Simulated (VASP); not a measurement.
# NaCl (Fm-3m) in VASP: further runs

NaCl is run at these levels: PBEsol; tasks: single point.

All numbers are computed with VASP 6.6.1; they aren't measurements. Logs are shortened: lines on timing, memory, paths and dates and some standing lists are left out, and cuts for length are marked.

### Step 1. The cell of the first run

The structure is cubic, space group Fm-3m (No. 225). The conventional cell has a = 5.602 Å, b = 5.602 Å, c = 5.602 Å, α = 90.00°, β = 90.00°, γ = 90.00°. Na (site symmetry m-3m) has 6 Cl at 2.80 Å within 3.7 Å. Cl (site symmetry m-3m) has 6 Na at 2.80 Å within 3.7 Å.

### Step 2. Single point, PBEsol

INCAR reads:

```
SYSTEM = NaCl
  ALGO = Normal
  EDIFF = 1E-6
  ENCUT = 520
  GGA = PS
  ISIF = 2
  ISMEAR = 0
  LASPH = .True.
  LCHARG = .False.
  LREAL = .False.
  LWAVE = .False.
  NBANDS = 14
  NELM = 80
  PREC = Accurate
  SIGMA = 0.05
```

KPOINTS reads:

```
k-points
0
Gamma
  8 8 8
  0 0 0
```

POSCAR reads:

```
NaCl
1.0
    0.0000000000      2.8010239097      2.8010239097
    2.8010239097      0.0000000000      2.8010239097
    2.8010239097      2.8010239097      0.0000000000
Na Cl
1 1
Direct
    0.0000000000      0.0000000000      0.0000000000
    0.5000000000      0.5000000000      0.5000000000
```

Potentials or basis: VASP PAW PBE potentials, release 64 (Na_pv, Cl).

On the command line:

```sh
> cat potpaw_PBE.64/Na_pv/POTCAR potpaw_PBE.64/Cl/POTCAR > POTCAR
> mpirun -np 1 vasp_std > vasp.out
```

OUTCAR:

```text
SYSTEM = NaCl
   EDIFF = 1E-6
   ENCUT = 520
   GGA = PS
   ISIF = 2
   ISMEAR = 0
   LASPH = .True.
   LREAL = .False.
   NELM = 80
   PREC = Accurate

 ion  position               nearest neighbor table
   1  0.000  0.000  0.000-
   2  0.500  0.500  0.500-

  LATTYP: Found a face centered cubic cell.
 ALAT       =     5.6020478194

  Lattice vectors:

 A1 = (   0.0000000000,   2.8010239097,   2.8010239097)
 A2 = (   2.8010239097,   0.0000000000,   2.8010239097)
 A3 = (   2.8010239097,   2.8010239097,   0.0000000000)

Analysis of symmetry for initial positions (statically):
=====================================================================
 Subroutine PRICEL returns:
 Original cell was already a primitive cell.

 Routine SETGRP: Setting up the symmetry group for a
 face centered cubic supercell.

 Subroutine GETGRP returns: Found 48 space group operations
[... 9 lines left out ...]

 Routine SETGRP: Setting up the symmetry group for a
 face centered cubic supercell.

 Subroutine GETGRP returns: Found 48 space group operations
[... 11 lines left out ...]
                                     Primitive cell

  volume of cell :      43.9522

  direct lattice vectors                    reciprocal lattice vectors
     0.000000000  2.801023910  2.801023910    -0.178506152  0.178506152  0.178506152
     2.801023910  0.000000000  2.801023910     0.178506152 -0.178506152  0.178506152
     2.801023910  2.801023910  0.000000000     0.178506152  0.178506152 -0.178506152

  length of vectors
     3.961246002  3.961246002  3.961246002     0.309181725  0.309181725  0.309181725

  position of ions in fractional coordinates (direct lattice)
     0.000000000  0.000000000  0.000000000
     0.500000000  0.500000000  0.500000000

  ion indices of the primitive-cell ions
   primitive index   ion index
                 1           1
                 2           2

----------------------------------------------------------------------------------------

 KPOINTS: k-points

Automatic generation of k-mesh.
 Grid dimensions read from file:
 generate k-points for:    8    8    8

 Generating k-lattice:

  Cartesian coordinates                     Fractional coordinates (reciprocal lattice)
    -0.022313269  0.022313269  0.022313269     0.125000000  0.000000000  0.000000000
     0.022313269 -0.022313269  0.022313269     0.000000000  0.125000000  0.000000000
     0.022313269  0.022313269 -0.022313269     0.000000000  0.000000000  0.125000000

  Length of vectors
     0.038647716  0.038647716  0.038647716

  Shift w.r.t. Gamma in fractional coordinates (k-lattice)
     0.000000000  0.000000000  0.000000000

 Subroutine IBZKPT returns following result:
 ===========================================

 Found     29 irreducible k-points:

 Following reciprocal coordinates:
            Coordinates               Weight
  0.000000  0.000000  0.000000      1.000000
  0.125000  0.000000  0.000000      8.000000
  0.250000  0.000000  0.000000      8.000000
  0.375000  0.000000  0.000000      8.000000
  0.500000  0.000000  0.000000      4.000000
  0.125000  0.125000  0.000000      6.000000
[... 16 lines left out ...]
  0.500000  0.250000  0.125000     48.000000
 -0.375000  0.250000  0.125000     24.000000
 [... further k-points ...]
   k-points           NKPTS =     29   k-points in BZ     NKDIM =     29   number of bands    NBANDS=     14
   number of dos      NEDOS =    301   number of ions     NIONS =      2
   total plane-waves  NPLWV =  27000
   dimension x,y,z NGX =    30 NGY =   30 NGZ =   30
   dimension x,y,z NGXF=    60 NGYF=   60 NGZF=   60
   ions per type =               1   1
   NGX,Y,Z   is equivalent  to a cutoff of  12.59, 12.59, 12.59 a.u.
   NGXF,Y,Z  is equivalent  to a cutoff of  25.18, 25.18, 25.18 a.u.
 SYSTEM =  NaCl
   PREC   = accura    normal or accurate (medium, high low for compatibility)
   ISTART =      0    job   : 0-new  1-cont  2-samecut
   ICHARG =      2    charge: 1-file 2-atom 10-const
   ISPIN  =      1    spin polarized calculation?
   LNONCOLLINEAR =      F non collinear calculations
   LSORBIT =      F    spin-orbit coupling
   LASPH  =      T    aspherical Exc in radial PAW
   ENCUT  =  520.0 eV  38.22 Ry    6.18 a.u.   7.37  7.37  7.37*2*pi/ulx,y,z
   NELM   =     80;   NELMIN=  2; NELMDL= -5     # of ELM steps
   EDIFF  = 0.1E-05   stopping-criterion for ELM
   LREAL  =      F    real-space projection
   EDIFFG = 0.1E-04   stopping-criterion for IOM
   NSW    =      0    number of steps for IOM
   IBRION =     -1    ionic relax: 0-MD 1-quasi-New 2-CG
   NFREE  =      0    steps in history (QN), initial steepest desc. (CG)
   ISIF   =      2    stress and relaxation
   ISYM   =      2    0-nonsym 1-usesym 2-fastsym
   POTIM  = 0.5000    time-step for ionic-motion
   TEBEG  =    0.0;   TEEND  =   0.0 temperature during run
   PSTRESS=    0.0 pullay stress
   NELECT =      14.0000    total number of electrons
   NUPDOWN=      -1.0000    fix difference up-down
   EMIN   =  10.00;   EMAX   =-10.00  energy-range for DOS
   EFERMI =   0.00;   METHOD = LEGACY
   ISMEAR =     0;   SIGMA  =   0.05  broadening in eV -4-tet -1-fermi 0-gaus
   EFERMI_NEDOS =   21; number of points for ismear=-14 and -15
   IALGO  =     38    algorithm
   IMIX   =      4    mixing-type and parameters
     AMIX     =   0.40;   BMIX     =  1.00
     AMIX_MAG =   1.60;   BMIX_MAG =  1.00
  volume/ion in A,a.u.               =      21.98       148.30
  Fermi-wavevector in a.u.,A,eV,Ry     =   1.118040  2.112789 17.007467  1.250014
  Thomas-Fermi vector in A             =   2.254668
   LORBIT       =      0    0 simple, 1 ext, 2 COOP (PROOUT), +10 PAW based schemes
   GGA     = PS    functional components
   LHFCALC =     F    Hartree Fock is set to
   AEXX    =    0.0000 exact exchange contribution
   IVDW    =     0    specifies the selected vdW correction
   LEPSILON=     F    determine dielectric tensor
   LRPA    =     F    only Hartree local field effects (RPA)
 non-spin polarized calculation
 Gauss-broadening in eV      SIGMA  =   0.05
  energy-cutoff  :      520.00
  volume of cell :       43.95
 maximum number of plane-waves:      1243
 NGX is ok and might be reduce to    30
   NGX = 15   NGY = 15   NGZ = 15

 number of electron      14.0000004 magnetization

 Free energy of the ion-electron system (eV)
  ---------------------------------------------------
  ext. energy  EPLUGINS =         0.00000000
  ---------------------------------------------------
  free energy    TOTEN  =        -6.99828151 eV

  energy without entropy =       -6.99828151  energy(sigma->0) =       -6.99828151

 E-fermi :  -0.4337     XC(G=0):  -8.4231

 val. band max:       -0.6669403864   @ k =   0.0000   0.0000   0.0000
 cond. band min:       4.3395734470   @ k =   0.0000   0.0000   0.0000
 fundamental gap:      5.0065138335
 Fermi energy:        -0.4337461576

 k-point     1 :       0.0000    0.0000    0.0000
  band No.  band energies     occupation
      1     -21.2808      2.00000
      2     -21.2808      2.00000
      3     -21.2808      2.00000
      4     -13.3582      2.00000
      5      -0.6669      2.00000
      6      -0.6669      2.00000
      7      -0.6669      2.00000
      8       4.3396      0.00000
      9      10.3498      0.00000
     10      10.3498      0.00000
     11      10.3498      0.00000
     12      12.5972      0.00000
     13      12.5972      0.00000
     14      14.0037      0.00000

 k-point     2 :       0.1250    0.0000    0.0000
  band No.  band energies     occupation
      1     -21.2858      2.00000
      2     -21.2811      2.00000
      3     -21.2811      2.00000
      4     -13.3071      2.00000
      5      -1.0604      2.00000
      6      -0.7104      2.00000
      7      -0.7104      2.00000
      8       4.8524      0.00000
      9       9.7842      0.00000
     10      10.5489      0.00000
     11      10.5489      0.00000
     12      12.3320      0.00000
     13      12.3320      0.00000
     14      14.9836      0.00000

 k-point     3 :       0.2500    0.0000    0.0000
  band No.  band energies     occupation
      1     -21.2978      2.00000
      2     -21.2820      2.00000
      3     -21.2820      2.00000
      4     -13.1800      2.00000
      5      -1.8303      2.00000
      6      -0.8118      2.00000
      7      -0.8118      2.00000
      8       5.8304      0.00000
      9       9.2364      0.00000
     10      10.6584      0.00000
     11      10.6584      0.00000
     12      12.5410      0.00000
     13      12.5410      0.00000
     14      14.9577      0.00000
[... 324 lines left out ...]
 k-point    23 :       0.5000    0.2500    0.1250
  band No.  band energies     occupation
      1     -21.3053      2.00000
      2     -21.2895      2.00000
      3     -21.2848      2.00000
      4     -12.9984      2.00000
      5      -2.2916      2.00000
      6      -1.3957      2.00000
      7      -1.0478      2.00000
      8       7.4088      0.00000
      9       8.8290      0.00000
     10       9.2077      0.00000
     11      11.2187      0.00000
     12      13.0362      0.00000
     13      15.4187      0.00000
     14      15.9388      0.00000

 k-point    24 :      -0.3750    0.2500    0.1250
  band No.  band energies     occupation
      1     -21.3078      2.00000
      2     -21.2900      2.00000
      3     -21.2857      2.00000
      4     -12.9565      2.00000
      5      -2.4144      2.00000
      6      -1.4787      2.00000
      7      -1.1038      2.00000
      8       7.5301      0.00000
      9       8.8744      0.00000
     10       9.5110      0.00000
     11      11.0305      0.00000
     12      13.6598      0.00000
     13      14.9752      0.00000
     14      16.0557      0.00000

 [... further k-points ...]

------------------------ aborting loop because EDIFF is reached ----------------------------------------

  FORCE on cell =-STRESS in cart. coord.  units (eV):
  Direction    XX          YY          ZZ          XY          YZ          ZX
  --------------------------------------------------------------------------------------
  -------------------------------------------------------------------------------------
  Total        0.0056728      0.0056728      0.0056728     -0.0000000     -0.0000000      0.0000000
  in kB        0.2067884      0.2067884      0.2067884     -0.0000000     -0.0000000      0.0000000
  external PRESSURE =       0.2067884 kB  Pullay stress =       0.0000000 kB

 VOLUME and BASIS-vectors are now :
 -----------------------------------------------------------------------------
  energy-cutoff  :      520.00
  volume of cell :       43.95
      direct lattice vectors                 reciprocal lattice vectors
     0.000000000  2.801023910  2.801023910    -0.178506152  0.178506152  0.178506152
     2.801023910  0.000000000  2.801023910     0.178506152 -0.178506152  0.178506152
     2.801023910  2.801023910  0.000000000     0.178506152  0.178506152 -0.178506152

 POSITION                                       TOTAL-FORCE (eV/Angst)
 -----------------------------------------------------------------------------------
      0.00000      0.00000      0.00000        -0.000000      0.000000      0.000000
      2.80102      2.80102      2.80102         0.000000     -0.000000     -0.000000
 -----------------------------------------------------------------------------------
    total drift:                               -0.000000      0.000000      0.000000

  FREE ENERGIE OF THE ION-ELECTRON SYSTEM (eV)
  ---------------------------------------------------
  free  energy   TOTEN  =        -6.9982815108 eV

  energy  without entropy=       -6.9982815108  energy(sigma->0) =       -6.99828151
```

It took 9.5 s on 1 thread of Intel Xeon 6975P-C (Granite Rapids), shared host; peak memory 0.16 GiB.

What came out:

```
Free energy            : -6.9983 eV
Pressure               : 0.0 GPa
Band gap on the k mesh : 5.01 eV, direct
```

Caveat: the PAW data sets were made with another functional, which shifts forces and pressure a little.

(Part 1 of 2 ends here.)
